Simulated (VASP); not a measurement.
# Sr2FeCl (R-3m) in VASP: single point with PBE

Aim: the single point of Sr2FeCl with PBE.

Everything below comes from runs of VASP 6.6.1. Logs are shortened: lines on timing, memory, paths and dates and some standing lists are left out, and cuts for length are marked.

## 1. The cell of the first run

Symmetry: R-3m, No. 166, trigonal system. The conventional cell has a = 3.914 Å, b = 3.914 Å, c = 21.032 Å, α = 90.00°, β = 90.00°, γ = 120.00°. Within 3.5 Å of Fe (site symmetry -3m) lie 6 Sr at 2.63 Å. Within 4.2 Å of Cl (site symmetry -3m) lie 6 Sr at 3.12 Å and 6 Cl at 3.91 Å and 6 Fe at 4.17 Å. Sr (site symmetry 3m) has 3 Fe at 2.63 Å and 3 Cl at 3.12 Å and 3 Sr at 3.52 Å within 3.6 Å.

## 2. Single point, PBE

File INCAR:

```
  PREC = Accurate
  ENCUT = 520
  EDIFF = 1E-6
  ISMEAR = -1
  SIGMA = 0.1
  LREAL = False
  LASPH = True
  NELM = 80
  ALGO = Normal
  ISIF = 2
  LWAVE = False
  LCHARG = False
  GGA = PE
  NBANDS = 26
```

File KPOINTS:

```
Automatic mesh
0
Gamma
  10 10 10
```

File POSCAR:

```
Sr2FeCl
1.0
    1.9567720000      3.3892220000      0.0000000000
   -1.9567720000      3.3892220000      0.0000000000
    0.0000000000     -2.2594820000      7.0105840000
Fe Cl Sr
1 1 2
Direct
    0.5000000000      0.5000000000      0.5000000000
    0.0000000000      0.0000000000      0.0000000000
    0.2308000000      0.2308000000      0.6924000000
    0.7692000000      0.7692000000      0.3076000000
```

Potentials or basis: VASP PAW PBE potentials, release 64 (Fe, Cl, Sr_sv).

Command:

```
> cat potpaw_PBE.64/Fe/POTCAR potpaw_PBE.64/Cl/POTCAR potpaw_PBE.64/Sr_sv/POTCAR > POTCAR
> mpirun -np 1 vasp_std > vasp.out
```

OUTCAR:

```text
PREC = Accurate
   ENCUT = 520
   EDIFF = 1E-6
   ISMEAR = -1
   LREAL = False
   LASPH = True
   NELM = 80
   ISIF = 2
   GGA = PE

 ion  position               nearest neighbor table
   1  0.500  0.500  0.500-   3 2.63   4 2.63   3 2.63   3 2.63   4 2.63   4 2.63
   2  0.000  0.000  0.000-   3 3.12   4 3.12   4 3.12   4 3.12   3 3.12   3 3.12
   3  0.231  0.231  0.692-   1 2.63   1 2.63   1 2.63   2 3.12   2 3.12   2 3.12   4 3.52   4 3.52
                             4 3.52   4 4.87   4 4.87   4 4.87
   4  0.769  0.769  0.308-   1 2.63   1 2.63   1 2.63   2 3.12   2 3.12   2 3.12   3 3.52   3 3.52
                             3 3.52   3 4.87   3 4.87   3 4.87

  LATTYP: Found a trigonal (rhomboedric) cell.
 ALAT       =     7.3657014024
 COS(alpha) =     0.8588495626

  Lattice vectors:

 A1 = (   1.9567720000,   1.1297400000,   7.0105840000)
 A2 = (  -1.9567720000,   1.1297400000,   7.0105840000)
 A3 = (   0.0000000000,  -2.2594820000,   7.0105840000)

Analysis of symmetry for initial positions (statically):
=====================================================================
 Subroutine PRICEL returns:
 Original cell was already a primitive cell.

 Routine SETGRP: Setting up the symmetry group for a
 trigonal (rhombohedral) supercell.

 Subroutine GETGRP returns: Found 12 space group operations
 (whereof 12 operations were pure point group operations)
 out of a pool of 12 trial point group operations.

The static configuration has the point symmetry D_3d.

Analysis of symmetry for dynamics (positions and initial velocities):
=====================================================================
 Subroutine PRICEL returns:
 Original cell was already a primitive cell.

 Routine SETGRP: Setting up the symmetry group for a
 trigonal (rhombohedral) supercell.

 Subroutine GETGRP returns: Found 12 space group operations
 (whereof 12 operations were pure point group operations)
 out of a pool of 12 trial point group operations.

The dynamic configuration has the point symmetry D_3d.

 Subroutine INISYM returns: Found 12 space group operations
 (whereof 12 operations are pure point group operations),
 and found     1 'primitive' translations

----------------------------------------------------------------------------------------

                                     Primitive cell

  volume of cell :      92.9875

  direct lattice vectors                    reciprocal lattice vectors
     1.956772000  3.389222000  0.000000000     0.255522871  0.147526482  0.047547170
    -1.956772000  3.389222000  0.000000000    -0.255522871  0.147526482  0.047547170
     0.000000000 -2.259482000  7.010584000     0.000000000  0.000000000  0.142641469

  length of vectors
     3.913538351  3.913538351  7.365700709     0.298859054  0.298859054  0.142641469

  position of ions in fractional coordinates (direct lattice)
     0.500000000  0.500000000  0.500000000
     0.000000000  0.000000000  0.000000000
     0.230800000  0.230800000  0.692400000
     0.769200000  0.769200000  0.307600000

  ion indices of the primitive-cell ions
   primitive index   ion index
                 1           1
                 2           2
                 3           3
                 4           4

----------------------------------------------------------------------------------------

 KPOINTS: Automatic mesh

Automatic generation of k-mesh.
 Grid dimensions read from file:
 generate k-points for:   10   10   10

 Generating k-lattice:

  Cartesian coordinates                     Fractional coordinates (reciprocal lattice)
     0.025552287  0.014752648  0.004754717     0.100000000 -0.000000000  0.000000000
    -0.025552287  0.014752648  0.004754717    -0.000000000  0.100000000  0.000000000
     0.000000000  0.000000000  0.014264147     0.000000000  0.000000000  0.100000000

  Length of vectors
     0.029885905  0.029885905  0.014264147

  Shift w.r.t. Gamma in fractional coordinates (k-lattice)
     0.000000000  0.000000000  0.000000000

 Subroutine IBZKPT returns following result:
 ===========================================

 Found    116 irreducible k-points:

 Following reciprocal coordinates:
            Coordinates               Weight
  0.000000  0.000000  0.000000      1.000000
  0.100000  0.000000 -0.000000      6.000000
  0.200000  0.000000 -0.000000      6.000000
  0.300000  0.000000 -0.000000      6.000000
  0.400000  0.000000 -0.000000      6.000000
  0.500000  0.000000  0.000000      3.000000
[... 16 lines left out ...]
  0.300000  0.300000 -0.000000      6.000000
  0.400000  0.300000  0.000000     12.000000
 [... further k-points ...]
   k-points           NKPTS =    116   k-points in BZ     NKDIM =    116   number of bands    NBANDS=     26
   number of dos      NEDOS =    301   number of ions     NIONS =      4
   total plane-waves  NPLWV =  50400
   dimension x,y,z NGX =    30 NGY =   30 NGZ =   56
   dimension x,y,z NGXF=    60 NGYF=   60 NGZF=  112
   ions per type =               1   1   2
   NGX,Y,Z   is equivalent  to a cutoff of  12.74, 12.74, 12.64 a.u.
   NGXF,Y,Z  is equivalent  to a cutoff of  25.49, 25.49, 25.28 a.u.
 SYSTEM =  unknown system
   PREC   = accura    normal or accurate (medium, high low for compatibility)
   ISTART =      0    job   : 0-new  1-cont  2-samecut
   ICHARG =      2    charge: 1-file 2-atom 10-const
   ISPIN  =      1    spin polarized calculation?
   LNONCOLLINEAR =      F non collinear calculations
   LSORBIT =      F    spin-orbit coupling
   LASPH  =      T    aspherical Exc in radial PAW
   ENCUT  =  520.0 eV  38.22 Ry    6.18 a.u.   7.28  7.28 13.70*2*pi/ulx,y,z
   NELM   =     80;   NELMIN=  2; NELMDL= -5     # of ELM steps
   EDIFF  = 0.1E-05   stopping-criterion for ELM
   LREAL  =      F    real-space projection
   EDIFFG = 0.1E-04   stopping-criterion for IOM
   NSW    =      0    number of steps for IOM
   IBRION =     -1    ionic relax: 0-MD 1-quasi-New 2-CG
   NFREE  =      0    steps in history (QN), initial steepest desc. (CG)
   ISIF   =      2    stress and relaxation
   ISYM   =      2    0-nonsym 1-usesym 2-fastsym
   POTIM  = 0.5000    time-step for ionic-motion
   TEBEG  =    0.0;   TEEND  =   0.0 temperature during run
   PSTRESS=    0.0 pullay stress
   NELECT =      35.0000    total number of electrons
   NUPDOWN=      -1.0000    fix difference up-down
   EMIN   =  10.00;   EMAX   =-10.00  energy-range for DOS
   EFERMI =   0.00;   METHOD = LEGACY
   ISMEAR =    -1;   SIGMA  =   0.10  broadening in eV -4-tet -1-fermi 0-gaus
   EFERMI_NEDOS =   21; number of points for ismear=-14 and -15
   IALGO  =     38    algorithm
   IMIX   =      4    mixing-type and parameters
     AMIX     =   0.40;   BMIX     =  1.00
     AMIX_MAG =   1.60;   BMIX_MAG =  1.00
  volume/ion in A,a.u.               =      23.25       156.88
  Fermi-wavevector in a.u.,A,eV,Ry     =   1.182014  2.233683 19.009483  1.397158
  Thomas-Fermi vector in A             =   2.318277
   LORBIT       =      0    0 simple, 1 ext, 2 COOP (PROOUT), +10 PAW based schemes
   GGA     = PE    functional components
   LHFCALC =     F    Hartree Fock is set to
   AEXX    =    0.0000 exact exchange contribution
   IVDW    =     0    specifies the selected vdW correction
   LEPSILON=     F    determine dielectric tensor
   LRPA    =     F    only Hartree local field effects (RPA)
 non-spin polarized calculation
  energy-cutoff  :      520.00
  volume of cell :       92.99
 maximum number of plane-waves:      2540
 NGX is ok and might be reduce to    30
   NGX = 15   NGY = 15   NGZ = 27

 number of electron      35.0000005 magnetization

 Free energy of the ion-electron system (eV)
  ---------------------------------------------------
  ext. energy  EPLUGINS =         0.00000000
  ---------------------------------------------------
  free energy    TOTEN  =       -12.59968405 eV

  energy without entropy =      -12.34224713  energy(sigma->0) =      -12.47096559

 E-fermi :   3.8855     XC(G=0):  -9.6626

 val. band max:        3.8852387368   @ k =   0.5000   0.5000   0.2000
 cond. band min:       3.8978501919   @ k =   0.5000   0.0000   0.1000
 fundamental gap:      0.0126114552
 Fermi energy:         3.8855069741

 k-point     1 :       0.0000    0.0000    0.0000
  band No.  band energies     occupation
      1     -30.7420      2.00000
      2     -30.6423      2.00000
      3     -13.6239      2.00000
      4     -12.8010      2.00000
      5     -12.8010      2.00000
      6     -12.6287      2.00000
[... 18 lines left out ...]
     25       9.1559      0.00000
     26       9.7500      0.00000

 k-point     2 :       0.1000    0.0000   -0.0000
  band No.  band energies     occupation
      1     -30.7360      2.00000
      2     -30.6415      2.00000
      3     -13.5817      2.00000
      4     -12.8587      2.00000
      5     -12.8096      2.00000
      6     -12.7377      2.00000
[... 18 lines left out ...]
     25       8.9392      0.00000
     26       9.4951      0.00000

 k-point     3 :       0.2000    0.0000   -0.0000
  band No.  band energies     occupation
      1     -30.7200      2.00000
      2     -30.6398      2.00000
      3     -13.4658      2.00000
      4     -12.9849      2.00000
      5     -12.9453      2.00000
      6     -12.8319      2.00000
[... 18 lines left out ...]
     25       8.9919      0.00000
     26       9.2971      0.00000

 k-point     4 :       0.3000    0.0000   -0.0000
  band No.  band energies     occupation
      1     -30.6986      2.00000
      2     -30.6391      2.00000
      3     -13.3140      2.00000
      4     -13.1474      2.00000
      5     -13.1015      2.00000
      6     -12.8591      2.00000
[... 18 lines left out ...]
     25       9.1001      0.00000
     26       9.4407      0.00000
[... 496 lines left out ...]
      1     -30.6882      2.00000
      2     -30.6392      2.00000
      3     -13.2260      2.00000
      4     -13.2080      2.00000
      5     -13.1077      2.00000
      6     -12.9414      2.00000
[... 18 lines left out ...]
     25       8.8633      0.00000
     26       9.6206      0.00000

 k-point    23 :       0.3000    0.3000   -0.0000
  band No.  band energies     occupation
      1     -30.6984      2.00000
      2     -30.6393      2.00000
      3     -13.3520      2.00000
      4     -13.2216      2.00000
      5     -12.9554      2.00000
      6     -12.8642      2.00000
[... 18 lines left out ...]
     25       9.0786      0.00000
     26       9.1121      0.00000

 k-point    24 :       0.4000    0.3000    0.0000
  band No.  band energies     occupation
      1     -30.6853      2.00000
      2     -30.6400      2.00000
      3     -13.3908      2.00000
      4     -13.2113      2.00000
      5     -12.9352      2.00000
      6     -12.9136      2.00000
[... 18 lines left out ...]
     25       9.3050      0.00000
     26       9.4889      0.00000

 [... further k-points ...]

------------------------ aborting loop because EDIFF is reached ----------------------------------------

  FORCE on cell =-STRESS in cart. coord.  units (eV):
  Direction    XX          YY          ZZ          XY          YZ          ZX
  --------------------------------------------------------------------------------------
  -------------------------------------------------------------------------------------
  Total        8.1099372      8.1099060      9.0859216      0.0000000     -0.0000009      0.0000000
  in kB      139.7344976    139.7339597    156.5507435      0.0000000     -0.0000149      0.0000000
  external PRESSURE =     145.3397336 kB  Pullay stress =       0.0000000 kB

 VOLUME and BASIS-vectors are now :
 -----------------------------------------------------------------------------
  energy-cutoff  :      520.00
  volume of cell :       92.99
      direct lattice vectors                 reciprocal lattice vectors
     1.956772000  3.389222000  0.000000000     0.255522871  0.147526482  0.047547170
    -1.956772000  3.389222000  0.000000000    -0.255522871  0.147526482  0.047547170
     0.000000000 -2.259482000  7.010584000     0.000000000  0.000000000  0.142641469

 POSITION                                       TOTAL-FORCE (eV/Angst)
 -----------------------------------------------------------------------------------
      0.00000      2.25948      3.50529         0.000000      0.000000     -0.000000
      0.00000      0.00000      0.00000        -0.000000      0.000000     -0.000000
      0.00000     -0.00000      4.85413         0.000000     -0.000000      3.060525
      0.00000      4.51896      2.15646         0.000000      0.000000     -3.060525
 -----------------------------------------------------------------------------------
    total drift:                               -0.000000     -0.000000      0.000000

  FREE ENERGIE OF THE ION-ELECTRON SYSTEM (eV)
  ---------------------------------------------------
  free  energy   TOTEN  =       -12.5996840539 eV

  energy  without entropy=      -12.3422471278  energy(sigma->0) =      -12.47096559
```

It took 4.6 min on 1 thread of Intel Xeon Platinum 8375C at 2.90GHz (Ice Lake), shared host; peak memory 0.42 GiB.

What came out:

```
Free energy            : -12.5997 eV
Pressure               : 14.5 GPa
Largest force          : 3.061 eV/Å
Band gap on the k mesh : zero (an odd number of electrons rules out a gap without spin polarisation)
```

Forces on the atoms (eV/Å):
```
Fe   0.000  0.000  0.000
Cl   0.000  0.000  0.000
Sr   0.000  0.000  3.061
Sr   0.000  0.000 -3.061
```

Caveat: the cell stands under pressure; an odd number of electrons without spin polarisation forces a metal; a magnetic or distorted state may lie lower; the run has no spin polarisation, though such a crystal can be magnetic. With open d or f shells a metallic result of PBE can be an artefact of self-interaction; +U or a hybrid may open a gap.
